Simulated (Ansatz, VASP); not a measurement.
## Two plane-wave programs on Sb5O

```
Sb O
1.0
     5.88429    0.00000    0.00000
    -2.94214    5.09594    0.00000
     0.00000    0.00000    5.65083
Sb O
5 1
Direct
  0.50000 0.00000 0.50000
  0.50000 0.50000 0.50000
  0.00000 0.50000 0.50000
  0.33333 0.66667 0.00000
  0.66667 0.33333 0.00000
  0.00000 0.00000 0.00000
```

Change from the starting cell: species swapped into the GdCo5 type (P6/mmm, No. 191).

Alike in both runs: functional PBE; k mesh 6 × 6 × 8; occupations gaussian, width 0.1 eV; no spin polarisation.

Ansatz relaxed the structure, and its values are those at the end. VASP's run is a single point on that final structure, the one shown.

|  | VASP | Ansatz |
| --- | --- | --- |
| version | VASP 6.6.1 | Ansatz 0.2.0 |
| potentials or method | VASP PAW PBE potentials, release 64 (Sb, O), cutoff 520 eV | scalar-relativistic, plane waves, PAW |
| valence electrons in the cell | 31 | 81 |

```csv
,VASP,Ansatz,Ansatz less VASP
gap on the k mesh at the Fermi level (eV),none,none,-
pressure (GPa),-0.1,0.0,+0.07
```

A gap of «none» marks a metal or a gap that the smearing closes. VASP's potentials hold 31 valence electrons a cell and Ansatz's 81, so a difference there can come from the potentials and not from the codes.

Neither program's run includes spin-orbit coupling.
